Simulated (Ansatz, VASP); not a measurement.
# Two plane-wave programs on K3LuN2

Contents of INCAR:

```
ALGO = Normal
EDIFF = 1E-7
EDIFFG = -0.04
ENCUT = 600
GGA = PE
IBRION = 2
ISIF = 3
ISMEAR = 0
LASPH = T
LCHARG = F
LREAL = F
LWAVE = F
NELM = 60
NSW = 90
PREC = Accurate
SIGMA = 0.1
```

File KPOINTS:

```
k-points
0
Gamma
  3 3 4
```

POSCAR

```
K3LuN2
1.0
    6.0726874500      0.0000000000      0.0000000000
   -3.0363437200      5.2591016000      0.0000000000
    0.0000000000      0.0000000000      5.7223188300
K Lu N
3 1 2
Direct
    0.5000000000      0.0000000000      0.5000000000
    0.0000000000      0.5000000000      0.5000000000
    0.5000000000      0.5000000000      0.5000000000
    0.0000000000      0.0000000000      0.0000000000
    0.0000000000      0.0000000000      0.6505019100
    0.0000000000      0.0000000000      0.3494980900
```

Input for Ansatz:

```yaml
crystal:
  lattice:
    - [6.07268745, 0.0, 0.0]
    - [-3.03634372, 5.2591016, 0.0]
    - [0.0, 0.0, 5.72231883]
  atoms:
    - { symbol: K, position: [0.5, 0.0, 0.5] }
    - { symbol: K, position: [0.0, 0.5, 0.5] }
    - { symbol: K, position: [0.5, 0.5, 0.5] }
    - { symbol: Lu, position: [0.0, 0.0, 0.0] }
    - { symbol: "N", position: [0.0, 0.0, 0.65050191] }
    - { symbol: "N", position: [0.0, 0.0, 0.34949809] }
basis:
  ecutwfc: 420
kpoints:
  mp_grid: { grid: [3, 3, 4] }
hamiltonian:
  xc: pbe
scf:
  occupations: { method: gaussian, width: 0.1 }
  lower_state_search: "off"
output:
  forces: true
  stress: true
  eigenvalues: true
relax:
  adjacent_minimum: "off"
  f_tol: 0.04
  max_steps: 70
  cell: { stress_tol: 0.4 }
```

Alike in both runs: task relaxation of cell and atoms; functional PBE; k mesh 3 × 3 × 4; occupations gaussian, width 0.1 eV; no spin polarisation.

|  | VASP | Ansatz |
| --- | --- | --- |
| version | VASP 6.6.1 | Ansatz 0.2.0 |
| potentials or method | VASP PAW PBE potentials, release 64 (K_sv, Lu, N), cutoff 600 eV | scalar-relativistic, plane waves, PAW |
| valence electrons in the cell | 62 | 62 |

VASP gave:

* gap on the k mesh at the Fermi level, each at its own relaxed structure (eV): none
* relaxed volume (Å³/atom): 38.04
* relaxed cell length with the largest relative difference (Å): 6.962

Task: Estimate Ansatz's values.

Result: gap on the k mesh at the Fermi level, each at its own relaxed structure (eV): none; relaxed volume (Å³/atom): 39.35; relaxed cell length with the largest relative difference (Å): 7.091.

A gap of «none» marks a metal or a gap that the smearing closes.

The k mesh is coarse, so the values compare programs but aren't converged. Spin-orbit coupling is off throughout. Noted on VASP's run: the volume moved by over 15 % at a fixed basis, so the end points are rough.
